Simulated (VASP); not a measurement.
# Mg3NO3 in VASP: single point with PBE

Aim: the single point of Mg3NO3 with PBE.

Everything below comes from runs of VASP 6.6.1. Logs are shortened: lines on timing, memory, paths and dates and some standing lists are left out, and cuts for length are marked.

### Step 1. The cell of the first run

The cell holds a slab with vacuum, 7 atoms: a = 3.009 Å, b = 3.009 Å, c = 19.780 Å, α = 90.00°, β = 90.00°, γ = 90.00°.

### Step 2. Single point, PBE, collinear spin, ferromagnetic start

File INCAR:

```
PREC     = Accurate       # precision mode
ENCUT    = 520            # plane-wave cutoff, eV
EDIFF    = 1E-6           # SCF threshold, eV
ISMEAR   = 0              # smearing method
SIGMA    = 0.05           # smearing width, eV
LREAL    = False          # projectors in reciprocal space
LASPH    = True           # aspherical terms in the spheres
NELM     = 150            # most SCF steps
ALGO     = Normal         # electronic algorithm
ISIF     = 2              # what is computed and relaxed
LWAVE    = False          # write WAVECAR
LCHARG   = False          # write CHGCAR
ISPIN    = 2              # spin polarisation
MAGMOM   = 0 0 0 0 0 0 3  # initial moments
LORBIT   = 11             # projections on sites
LDIPOL   = True         
IDIPOL   = 3            
DIPOL    = 0.5 0.5 0.343
GGA      = PE             # functional
NBANDS   = 28             # bands
```

File KPOINTS:

```
regular mesh
0
Gamma
  9 9 1
```

File POSCAR:

```
Mg3NO3
1.0
    3.0085896333      0.0000000000      0.0000000000
    0.0000000000      3.0085896333      0.0000000000
    0.0000000000      0.0000000000     19.7799623295
Mg O N
3 3 1
Direct
    0.5000000000      0.5000000000      0.2022248543
    0.0000000000      0.0000000000      0.3100331114
    0.5000000000      0.5000000000      0.4161289115
    0.0000000000      0.0000000000      0.2022248543
    0.5000000000      0.5000000000      0.3095409233
    0.0000000000      0.0000000000      0.4186035439
    0.2500000000      0.2500000000      0.5424683091
```

Potentials or basis: VASP PAW PBE potentials, release 64 (Mg, O, N).

Command:

```bash
$ cat potpaw_PBE.64/Mg/POTCAR potpaw_PBE.64/O/POTCAR potpaw_PBE.64/N/POTCAR > POTCAR
$ mpirun -np 1 vasp_std > vasp.out
```

OUTCAR:

```text
PREC = Accurate
   ENCUT = 520
   EDIFF = 1E-6
   ISMEAR = 0
   LREAL = False
   LASPH = True
   NELM = 150
   ISIF = 2
   ISPIN = 2
   LORBIT = 11
   GGA = PE

 ion  position               nearest neighbor table
   1  0.500  0.500  0.202-   5 2.12   4 2.13   4 2.13   4 2.13   4 2.13   2 3.01   2 3.01   2 3.01
                             2 3.01
   2  0.000  0.000  0.310-   5 2.13   5 2.13   5 2.13   5 2.13   4 2.13   6 2.15   3 2.99   3 2.99
                             3 2.99   3 2.99   1 3.01   1 3.01   1 3.01   1 3.01
   3  0.500  0.500  0.416-   5 2.11   6 2.13   6 2.13   6 2.13   6 2.13   7 2.72   2 2.99   2 2.99
                             2 2.99   2 2.99
   4  0.000  0.000  0.202-   1 2.13   1 2.13   1 2.13   1 2.13   2 2.13
   5  0.500  0.500  0.310-   3 2.11   1 2.12   2 2.13   2 2.13   2 2.13   2 2.13
   6  0.000  0.000  0.419-   3 2.13   3 2.13   3 2.13   3 2.13   2 2.15
   7  0.250  0.250  0.542-   3 2.72

  LATTYP: Found a simple tetragonal cell.
 ALAT       =     3.0085896333
 C/A-ratio  =     6.5744966048

  Lattice vectors:

 A1 = (   3.0085896333,   0.0000000000,   0.0000000000)
 A2 = (   0.0000000000,   3.0085896333,   0.0000000000)
 A3 = (   0.0000000000,   0.0000000000,  19.7799623295)

Analysis of symmetry for initial positions (statically):
=====================================================================
 Subroutine PRICEL returns:
 Original cell was already a primitive cell.

 Routine SETGRP: Setting up the symmetry group for a
 simple tetragonal supercell.

 Subroutine GETGRP returns: Found  2 space group operations
 (whereof  2 operations were pure point group operations)
 out of a pool of 16 trial point group operations.

The static configuration has the point symmetry C_1h.

Analysis of symmetry for dynamics (positions and initial velocities):
=====================================================================
 Subroutine PRICEL returns:
 Original cell was already a primitive cell.

 Routine SETGRP: Setting up the symmetry group for a
 simple tetragonal supercell.

 Subroutine GETGRP returns: Found  2 space group operations
 (whereof  2 operations were pure point group operations)
 out of a pool of 16 trial point group operations.

The dynamic configuration has the point symmetry C_1h.

Analysis of structural, dynamic, and magnetic symmetry:
=====================================================================
 Subroutine PRICEL returns:
 Original cell was already a primitive cell.

 Routine SETGRP: Setting up the symmetry group for a
 simple tetragonal supercell.

 Subroutine GETGRP returns: Found  2 space group operations
 (whereof  2 operations were pure point group operations)
 out of a pool of 16 trial point group operations.

The overall configuration has the point symmetry C_1h.

 Subroutine INISYM returns: Found  2 space group operations
 (whereof  2 operations are pure point group operations),
 and found     1 'primitive' translations

----------------------------------------------------------------------------------------

                                     Primitive cell

  volume of cell :     179.0405

  direct lattice vectors                    reciprocal lattice vectors
     3.008589633  0.000000000  0.000000000     0.332381654  0.000000000  0.000000000
     0.000000000  3.008589633  0.000000000     0.000000000  0.332381654  0.000000000
     0.000000000  0.000000000 19.779962330     0.000000000  0.000000000  0.050556214

  length of vectors
     3.008589633  3.008589633 19.779962330     0.332381654  0.332381654  0.050556214

  position of ions in fractional coordinates (direct lattice)
     0.500000000  0.500000000  0.202224854
     0.000000000  0.000000000  0.310033111
     0.500000000  0.500000000  0.416128912
     0.000000000  0.000000000  0.202224854
     0.500000000  0.500000000  0.309540923
     0.000000000  0.000000000  0.418603544
     0.250000000  0.250000000  0.542468309

  ion indices of the primitive-cell ions
   primitive index   ion index
                 1           1
                 2           2
                 3           3
                 4           4
[... 61 lines left out ...]
   ions per type =               3   3   1
   NGX,Y,Z   is equivalent  to a cutoff of  13.26, 13.26, 12.61 a.u.
   NGXF,Y,Z  is equivalent  to a cutoff of  26.52, 26.52, 25.21 a.u.
 SYSTEM =  unknown system
   PREC   = accura    normal or accurate (medium, high low for compatibility)
   ISTART =      0    job   : 0-new  1-cont  2-samecut
   ICHARG =      2    charge: 1-file 2-atom 10-const
   ISPIN  =      2    spin polarized calculation?
   LNONCOLLINEAR =      F non collinear calculations
   LSORBIT =      F    spin-orbit coupling
   LASPH  =      T    aspherical Exc in radial PAW
   ENCUT  =  520.0 eV  38.22 Ry    6.18 a.u.   5.59  5.59 36.78*2*pi/ulx,y,z
   NELM   =    150;   NELMIN=  2; NELMDL= -5     # of ELM steps
   EDIFF  = 0.1E-05   stopping-criterion for ELM
   LREAL  =      F    real-space projection
   EDIFFG = 0.1E-04   stopping-criterion for IOM
   NSW    =      0    number of steps for IOM
   IBRION =     -1    ionic relax: 0-MD 1-quasi-New 2-CG
   NFREE  =      0    steps in history (QN), initial steepest desc. (CG)
   ISIF   =      2    stress and relaxation
   ISYM   =      2    0-nonsym 1-usesym 2-fastsym
   POTIM  = 0.5000    time-step for ionic-motion
   TEBEG  =    0.0;   TEEND  =   0.0 temperature during run
   PSTRESS=    0.0 pullay stress
   NELECT =      29.0000    total number of electrons
   NUPDOWN=      -1.0000    fix difference up-down
   EMIN   =  10.00;   EMAX   =-10.00  energy-range for DOS
   EFERMI =   0.00;   METHOD = LEGACY
   ISMEAR =     0;   SIGMA  =   0.05  broadening in eV -4-tet -1-fermi 0-gaus
   EFERMI_NEDOS =   21; number of points for ismear=-14 and -15
   IALGO  =     38    algorithm
   IMIX   =      4    mixing-type and parameters
     AMIX     =   0.40;   BMIX     =  1.00
     AMIX_MAG =   1.60;   BMIX_MAG =  1.00
  volume/ion in A,a.u.               =      25.58       172.60
  Fermi-wavevector in a.u.,A,eV,Ry     =   0.892395  1.686382 10.835251  0.796369
  Thomas-Fermi vector in A             =   2.014338
   LORBIT       =     11    0 simple, 1 ext, 2 COOP (PROOUT), +10 PAW based schemes
   GGA     = PE    functional components
   LHFCALC =     F    Hartree Fock is set to
   AEXX    =    0.0000 exact exchange contribution
   IVDW    =     0    specifies the selected vdW correction
   LEPSILON=     F    determine dielectric tensor
   LRPA    =     F    only Hartree local field effects (RPA)
 spin polarized calculation
 Gauss-broadening in eV      SIGMA  =   0.05
  energy-cutoff  :      520.00
  volume of cell :      179.04
 maximum number of plane-waves:      4849
   NGX = 11   NGY = 11   NGZ = 73

 dipolmoment           0.000000      0.000000     -0.010635 electrons x Angstroem

 number of electron      29.0000004 magnetization       3.0000003

 dipolmoment           0.000000      0.000000      0.102568 electrons x Angstroem

 Free energy of the ion-electron system (eV)
  ---------------------------------------------------
  ext. energy  EPLUGINS =         0.00000000
  ---------------------------------------------------
  free energy    TOTEN  =       -37.82210319 eV

  energy without entropy =      -37.82210319  energy(sigma->0) =      -37.82210319

 E-fermi :  -2.2512     XC(G=0):  -5.0483

 val. band max:       -2.5081440978   @ k =  -0.1111   0.1111   0.0000
 cond. band min:      -1.4182947701   @ k =   0.4444   0.0000   0.0000
 fundamental gap:      1.0898493278
 Fermi energy:        -2.2511667080

 spin component 1

 k-point     1 :       0.0000    0.0000    0.0000
  band No.  band energies     occupation
      1     -19.3339      1.00000
      2     -18.5865      1.00000
      3     -18.2060      1.00000
      4     -16.0846      1.00000
      5      -5.9268      1.00000
      6      -5.0799      1.00000
[... 685 lines left out ...]
     25       9.1476      0.00000
     26       9.5011      0.00000

 [... further k-points ...]

 spin component 2

 k-point     1 :       0.0000    0.0000    0.0000
  band No.  band energies     occupation
      1     -19.3056      1.00000
      2     -18.5178      1.00000
      3     -18.0908      1.00000
      4     -11.9211      1.00000
      5      -5.8281      1.00000
      6      -4.3967      1.00000
[... 685 lines left out ...]
     25       9.3581      0.00000
     26       9.5741      0.00000

 [... further k-points ...]

 [bands above 26 left out]

------------------------ aborting loop because EDIFF is reached ----------------------------------------

 vacuum level on the upper side and lower side of the slab       (xc-potential included)         0.947        -1.040

  FORCE on cell =-STRESS in cart. coord.  units (eV):
  Direction    XX          YY          ZZ          XY          YZ          ZX
  --------------------------------------------------------------------------------------
  -------------------------------------------------------------------------------------
  Total       -3.2495060     -3.2495060     -0.1251600      0.0294707      0.1728062      0.1728062
  in kB      -29.0788052    -29.0788052     -1.1200172      0.2637242      1.5463885      1.5463881
  external PRESSURE =     -19.7592092 kB  Pullay stress =       0.0000000 kB

 VOLUME and BASIS-vectors are now :
 -----------------------------------------------------------------------------
  energy-cutoff  :      520.00
  volume of cell :      179.04
      direct lattice vectors                 reciprocal lattice vectors
     3.008589633  0.000000000  0.000000000     0.332381654  0.000000000  0.000000000
     0.000000000  3.008589633  0.000000000     0.000000000  0.332381654  0.000000000
     0.000000000  0.000000000 19.779962330     0.000000000  0.000000000  0.050556214

 POSITION                                       TOTAL-FORCE (eV/Angst)
 -----------------------------------------------------------------------------------
      1.50429      1.50429      4.00000         0.000150      0.000150      0.452163
      0.00000      0.00000      6.13244         0.003194      0.003194     -0.027933
      1.50429      1.50429      8.23101        -0.011178     -0.011178      0.463741
      0.00000      0.00000      4.00000         0.000089      0.000089     -0.429234
      1.50429      1.50429      6.12271         0.002795      0.002795      0.003012
      0.00000      0.00000      8.27996        -0.071055     -0.071055     -0.470980
      0.75215      0.75215     10.73000         0.076006      0.076006      0.009231
 -----------------------------------------------------------------------------------
    total drift:                                0.000287      0.000287     -0.001942

  FREE ENERGIE OF THE ION-ELECTRON SYSTEM (eV)
  ---------------------------------------------------
  free  energy   TOTEN  =       -37.8221031866 eV

  energy  without entropy=      -37.8221031866  energy(sigma->0) =      -37.82210319

 vacuum level on the upper side and lower side of the slab         4.325         2.268

 total charge

# of ion       s       p       d       tot
------------------------------------------
    1        0.141   0.150   0.062   0.352
    2        0.147   0.171   0.073   0.391
    3        0.139   0.151   0.063   0.353
    4        1.543   3.492   0.000   5.034
    5        1.543   3.542   0.000   5.085
    6        1.547   3.479   0.000   5.026
    7        1.360   1.937   0.000   3.297
--------------------------------------------------
tot          6.419  12.922   0.197  19.538

 magnetization (x)

# of ion       s       p       d       tot
------------------------------------------
    1        0.000   0.000   0.000   0.000
    2        0.001   0.001   0.001   0.003
    3       -0.002  -0.000   0.001  -0.001
    4        0.000   0.001   0.000   0.001
    5        0.000   0.008   0.000   0.008
    6        0.005   0.107   0.000   0.112
    7        0.044   1.849   0.000   1.893
--------------------------------------------------
tot          0.048   1.966   0.002   2.016
```

It took 3.4 min on 1 thread of Intel Xeon 6975P-C (Granite Rapids), shared host; peak memory 0.44 GiB.

What came out:

```yaml
Free_energy: -37.8221 eV
Largest_force: 0.482 eV/Å
Band_gap_on_the_k_mesh: 1.09 eV (least direct gap 1.24 eV)
Net_moment: 3.00 μB per cell
Site_moments: Mg +0.00, -0.00 (each value once); O +0.00, +0.01, +0.11; N +1.89 μB
Valence_electrons_inside_the_program's_atomic_spheres: Mg 0.35, 0.39 (each value once); O 5.03, 5.08 (each value once); N 3.30
```

Forces in eV/Å, atoms in the order of the input:
```
Mg   0.000  0.000  0.452
Mg   0.003  0.003 -0.028
Mg  -0.011 -0.011  0.464
O    0.000  0.000 -0.429
O    0.003  0.003  0.003
O   -0.071 -0.071 -0.471
N    0.076  0.076  0.009
```
